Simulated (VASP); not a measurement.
# Eu2O (antifluorite type) (Fm-3m) in VASP: single point with PBE

Aim: the single point of Eu2O (antifluorite type) with PBE.

Program: VASP 6.6.1. These are calculated values, not measurements. Logs are shortened: lines on timing, memory, paths and dates and some standing lists are left out, and cuts for length are marked.

## 1. The cell of the first run

It takes space group Fm-3m (No. 225, cubic). Conventional cell: a = 5.925 Å, b = 5.925 Å, c = 5.925 Å, α = 90.00°, β = 90.00°, γ = 90.00°. Within 3.4 Å of Eu (site symmetry -43m) lie 4 O at 2.57 Å and 6 Eu at 2.96 Å. O (site symmetry m-3m) has 8 Eu at 2.57 Å within 3.4 Å.

## 2. Single point, PBE

INCAR reads:

```
SYSTEM = Eu2O
PREC = Accurate ; ENCUT = 800
EDIFF = 1E-6 ; ISMEAR = -1
SIGMA = 0.06122561905347299 ; LREAL = .False.
LASPH = .True. ; NELM = 300
ALGO = All ; ISIF = 2
LWAVE = .False. ; LCHARG = .False.
GGA = PE ; NBANDS = 27
GGA_COMPAT = .False. ; LMAXMIX = 6
ISEARCH = 1 ; KPAR = 4
```

KPOINTS reads:

```
regular mesh
0
Gamma
  16 16 16
  0 0 0
```

POSCAR reads:

```
Eu2O
1.0
    0.0000000000      2.9624532103      2.9624532103
    2.9624532103      0.0000000000      2.9624532103
    2.9624532103      2.9624532103      0.0000000000
Eu O
2 1
Direct
    0.2500000000      0.2500000000      0.2500000000
    0.7500000000      0.7500000000      0.7500000000
    0.0000000000      0.0000000000      0.0000000000
```

Potentials or basis: VASP PAW PBE potentials, release 64 (Eu, O).

Command:

```
$ cat potpaw_PBE.64/Eu/POTCAR potpaw_PBE.64/O/POTCAR > POTCAR
$ mpirun -np 4 vasp_std > vasp.out
```

OUTCAR:

```text
SYSTEM = Eu2O
   PREC = Accurate
   ENCUT = 800
   EDIFF = 1E-6
   ISMEAR = -1
   LREAL = .False.
   LASPH = .True.
   NELM = 300
   ISIF = 2
   GGA = PE

 ion  position               nearest neighbor table
   1  0.250  0.250  0.250-   3 2.57   3 2.57   3 2.57   3 2.57   2 2.96   2 2.96   2 2.96   2 2.96
                             2 2.96   2 2.96
   2  0.750  0.750  0.750-   3 2.57   3 2.57   3 2.57   3 2.57   1 2.96   1 2.96   1 2.96   1 2.96
                             1 2.96   1 2.96
   3  0.000  0.000  0.000-   2 2.57   2 2.57   2 2.57   1 2.57   2 2.57   1 2.57   1 2.57   1 2.57

  LATTYP: Found a face centered cubic cell.
 ALAT       =     5.9249064206

  Lattice vectors:

 A1 = (   0.0000000000,   2.9624532103,   2.9624532103)
 A2 = (   2.9624532103,   0.0000000000,   2.9624532103)
 A3 = (   2.9624532103,   2.9624532103,   0.0000000000)

Analysis of symmetry for initial positions (statically):
=====================================================================
 Subroutine PRICEL returns:
 Original cell was already a primitive cell.

 Routine SETGRP: Setting up the symmetry group for a
 face centered cubic supercell.

 Subroutine GETGRP returns: Found 48 space group operations
 (whereof 48 operations were pure point group operations)
 out of a pool of 48 trial point group operations.

The static configuration has the point symmetry O_h .

Analysis of symmetry for dynamics (positions and initial velocities):
=====================================================================
 Subroutine PRICEL returns:
 Original cell was already a primitive cell.

 Routine SETGRP: Setting up the symmetry group for a
 face centered cubic supercell.

 Subroutine GETGRP returns: Found 48 space group operations
 (whereof 48 operations were pure point group operations)
 out of a pool of 48 trial point group operations.

The dynamic configuration has the point symmetry O_h .

 Subroutine INISYM returns: Found 48 space group operations
 (whereof 48 operations are pure point group operations),
 and found     1 'primitive' translations

----------------------------------------------------------------------------------------

                                     Primitive cell

  volume of cell :      51.9977

  direct lattice vectors                    reciprocal lattice vectors
     0.000000000  2.962453210  2.962453210    -0.168779037  0.168779037  0.168779037
     2.962453210  0.000000000  2.962453210     0.168779037 -0.168779037  0.168779037
     2.962453210  2.962453210  0.000000000     0.168779037  0.168779037 -0.168779037

  length of vectors
     4.189541508  4.189541508  4.189541508     0.292333867  0.292333867  0.292333867

  position of ions in fractional coordinates (direct lattice)
     0.250000000  0.250000000  0.250000000
     0.750000000  0.750000000  0.750000000
     0.000000000  0.000000000  0.000000000

  ion indices of the primitive-cell ions
   primitive index   ion index
                 1           1
                 2           2
                 3           3

----------------------------------------------------------------------------------------

 KPOINTS: regular mesh

Automatic generation of k-mesh.
 Grid dimensions read from file:
 generate k-points for:   16   16   16

 Generating k-lattice:

  Cartesian coordinates                     Fractional coordinates (reciprocal lattice)
    -0.010548690  0.010548690  0.010548690     0.062500000  0.000000000  0.000000000
     0.010548690 -0.010548690  0.010548690     0.000000000  0.062500000  0.000000000
     0.010548690  0.010548690 -0.010548690     0.000000000  0.000000000  0.062500000

  Length of vectors
     0.018270867  0.018270867  0.018270867

  Shift w.r.t. Gamma in fractional coordinates (k-lattice)
     0.000000000  0.000000000  0.000000000

 Subroutine IBZKPT returns following result:
 ===========================================

 Found    145 irreducible k-points:

 Following reciprocal coordinates:
            Coordinates               Weight
  0.000000  0.000000  0.000000      1.000000
  0.062500  0.000000  0.000000      8.000000
  0.125000  0.000000  0.000000      8.000000
  0.187500  0.000000  0.000000      8.000000
  0.250000  0.000000  0.000000      8.000000
  0.312500  0.000000  0.000000      8.000000
[... 16 lines left out ...]
 -0.125000  0.062500  0.000000     24.000000
 -0.062500  0.062500  0.000000     12.000000
 [... further k-points ...]
   k-points           NKPTS =    145   k-points in BZ     NKDIM =    145   number of bands    NBANDS=     27
   number of dos      NEDOS =    301   number of ions     NIONS =      3
   total plane-waves  NPLWV =  64000
   dimension x,y,z NGX =    40 NGY =   40 NGZ =   40
   dimension x,y,z NGXF=    80 NGYF=   80 NGZF=   80
   ions per type =               2   1
   NGX,Y,Z   is equivalent  to a cutoff of  15.87, 15.87, 15.87 a.u.
   NGXF,Y,Z  is equivalent  to a cutoff of  31.74, 31.74, 31.74 a.u.
 SYSTEM =  Eu2O
   PREC   = accura    normal or accurate (medium, high low for compatibility)
   ISTART =      0    job   : 0-new  1-cont  2-samecut
   ICHARG =      2    charge: 1-file 2-atom 10-const
   ISPIN  =      1    spin polarized calculation?
   LNONCOLLINEAR =      F non collinear calculations
   LSORBIT =      F    spin-orbit coupling
   LASPH  =      T    aspherical Exc in radial PAW
   ENCUT  =  800.0 eV  58.80 Ry    7.67 a.u.   9.66  9.66  9.66*2*pi/ulx,y,z
   NELM   =    300;   NELMIN=  2; NELMDL= -5     # of ELM steps
   EDIFF  = 0.1E-05   stopping-criterion for ELM
   LREAL  =      F    real-space projection
   EDIFFG = 0.1E-04   stopping-criterion for IOM
   NSW    =      0    number of steps for IOM
   IBRION =     -1    ionic relax: 0-MD 1-quasi-New 2-CG
   NFREE  =      0    steps in history (QN), initial steepest desc. (CG)
   ISIF   =      2    stress and relaxation
   ISYM   =      2    0-nonsym 1-usesym 2-fastsym
   POTIM  = 0.5000    time-step for ionic-motion
   TEBEG  =    0.0;   TEEND  =   0.0 temperature during run
   PSTRESS=    0.0 pullay stress
   NELECT =      40.0000    total number of electrons
   NUPDOWN=      -1.0000    fix difference up-down
   EMIN   =  10.00;   EMAX   =-10.00  energy-range for DOS
   EFERMI =   0.00;   METHOD = LEGACY
   ISMEAR =    -1;   SIGMA  =   0.06  broadening in eV -4-tet -1-fermi 0-gaus
   EFERMI_NEDOS =   21; number of points for ismear=-14 and -15
   IALGO  =     58    algorithm
   IMIX   =      4    mixing-type and parameters
     AMIX     =   0.40;   BMIX     =  1.00
     AMIX_MAG =   1.60;   BMIX_MAG =  1.00
  volume/ion in A,a.u.               =      17.33       116.97
  Fermi-wavevector in a.u.,A,eV,Ry     =   1.500030  2.834646 30.614340  2.250091
  Thomas-Fermi vector in A             =   2.611583
   LORBIT       =      0    0 simple, 1 ext, 2 COOP (PROOUT), +10 PAW based schemes
   GGA     = PE    functional components
   LHFCALC =     F    Hartree Fock is set to
   AEXX    =    0.0000 exact exchange contribution
   IVDW    =     0    specifies the selected vdW correction
   LEPSILON=     F    determine dielectric tensor
   LRPA    =     F    only Hartree local field effects (RPA)
 non-spin polarized calculation
  energy-cutoff  :      800.00
  volume of cell :       52.00
 maximum number of plane-waves:      2709
   NGX = 19   NGY = 19   NGZ = 19

 number of electron      40.0000002 magnetization

 Free energy of the ion-electron system (eV)
  ---------------------------------------------------
  ext. energy  EPLUGINS =         0.00000000
  ---------------------------------------------------
  free energy    TOTEN  =       -18.33535538 eV

  energy without entropy =      -17.76349023  energy(sigma->0) =      -18.04942281

 E-fermi :   5.4485     XC(G=0): -11.8433

 val. band max:        5.4478625501   @ k =  -0.1875   0.1875   0.0000
 cond. band min:       5.4484496752   @ k =   0.4375   0.1250   0.0000
 fundamental gap:      0.0005871251
 Fermi energy:         5.4485032040

 k-point     1 :       0.0000    0.0000    0.0000
  band No.  band energies     occupation
      1     -35.8381      2.00000
      2     -34.9979      2.00000
      3     -15.2183      2.00000
      4     -15.2183      2.00000
      5     -15.2183      2.00000
      6     -13.8926      2.00000
[... 19 lines left out ...]
     26       5.6953      0.03464
     27       5.6970      0.03370

 k-point     2 :       0.0625    0.0000    0.0000
  band No.  band energies     occupation
      1     -35.8299      2.00000
      2     -35.0059      2.00000
      3     -15.2136      2.00000
      4     -15.2070      2.00000
      5     -15.2070      2.00000
      6     -14.0977      2.00000
[... 19 lines left out ...]
     26       5.6958      0.03432
     27       5.7024      0.03089

 k-point     3 :       0.1250    0.0000    0.0000
  band No.  band energies     occupation
      1     -35.8057      2.00000
      2     -35.0295      2.00000
      3     -15.2080      2.00000
      4     -15.1731      2.00000
      5     -15.1731      2.00000
      6     -14.3872      2.00000
[... 19 lines left out ...]
     26       5.6872      0.03940
     27       5.7224      0.02236

 k-point     4 :       0.1875    0.0000    0.0000
  band No.  band energies     occupation
      1     -35.7664      2.00000
      2     -35.0678      2.00000
      3     -15.2341      2.00000
      4     -15.1168      2.00000
      5     -15.1168      2.00000
      6     -14.6188      2.00000
[... 19 lines left out ...]
     26       5.6697      0.05213
     27       5.8197      0.00461
[... 516 lines left out ...]
      4     -15.0709      2.00000
      5     -14.9903      2.00000
      6     -14.7415      2.00000
[... 19 lines left out ...]
     26       5.6684      0.05316
     27       5.8113      0.00528

 k-point    23 :      -0.1250    0.0625    0.0000
  band No.  band energies     occupation
      1     -35.7875      2.00000
      2     -35.0471      2.00000
      3     -15.3000      2.00000
      4     -15.1186      2.00000
      5     -15.0829      2.00000
      6     -14.5570      2.00000
[... 19 lines left out ...]
     26       5.6839      0.04155
     27       5.7276      0.02057

 k-point    24 :      -0.0625    0.0625    0.0000
  band No.  band energies     occupation
      1     -35.8165      2.00000
      2     -35.0189      2.00000
      3     -15.2575      2.00000
      4     -15.1708      2.00000
      5     -15.1556      2.00000
      6     -14.3009      2.00000
[... 19 lines left out ...]
     26       5.6931      0.03584
     27       5.7076      0.02840

 [... further k-points ...]

------------------------ aborting loop because EDIFF is reached ----------------------------------------

  FORCE on cell =-STRESS in cart. coord.  units (eV):
  Direction    XX          YY          ZZ          XY          YZ          ZX
  --------------------------------------------------------------------------------------
  -------------------------------------------------------------------------------------
  Total       -0.8975768     -0.8975768     -0.8975768      0.0000000      0.0000000     -0.0000000
  in kB      -27.6565298    -27.6565298    -27.6565298      0.0000000      0.0000000     -0.0000000
  external PRESSURE =     -27.6565298 kB  Pullay stress =       0.0000000 kB

 VOLUME and BASIS-vectors are now :
 -----------------------------------------------------------------------------
  energy-cutoff  :      800.00
  volume of cell :       52.00
      direct lattice vectors                 reciprocal lattice vectors
     0.000000000  2.962453210  2.962453210    -0.168779037  0.168779037  0.168779037
     2.962453210  0.000000000  2.962453210     0.168779037 -0.168779037  0.168779037
     2.962453210  2.962453210  0.000000000     0.168779037  0.168779037 -0.168779037

 POSITION                                       TOTAL-FORCE (eV/Angst)
 -----------------------------------------------------------------------------------
      1.48123      1.48123      1.48123         0.000000      0.000000      0.000000
      4.44368      4.44368      4.44368        -0.000000     -0.000000     -0.000000
      0.00000      0.00000      0.00000         0.000000      0.000000      0.000000
 -----------------------------------------------------------------------------------
    total drift:                               -0.000000     -0.000000      0.000000

  FREE ENERGIE OF THE ION-ELECTRON SYSTEM (eV)
  ---------------------------------------------------
  free  energy   TOTEN  =       -18.3353553824 eV

  energy  without entropy=      -17.7634717020  energy(sigma->0) =      -18.04941354
```

Wall time 15 min (4 MPI ranks of Intel Xeon Platinum 8375C at 2.90GHz (Ice Lake), shared host); peak memory 0.87 GiB.

Results:

```yaml
Free_energy: -18.3354 eV
Pressure: -2.8 GPa
Band_gap_on_the_k_mesh: zero (bands 20 and 21 overlap by 0.09 eV)
```

Caveat: spin-orbit coupling is left out, which moves the levels of the heavy elements; the run has no spin polarisation, though such a crystal can be magnetic; semilocal functionals describe open f shells poorly, which spoils levels, moments and volumes.
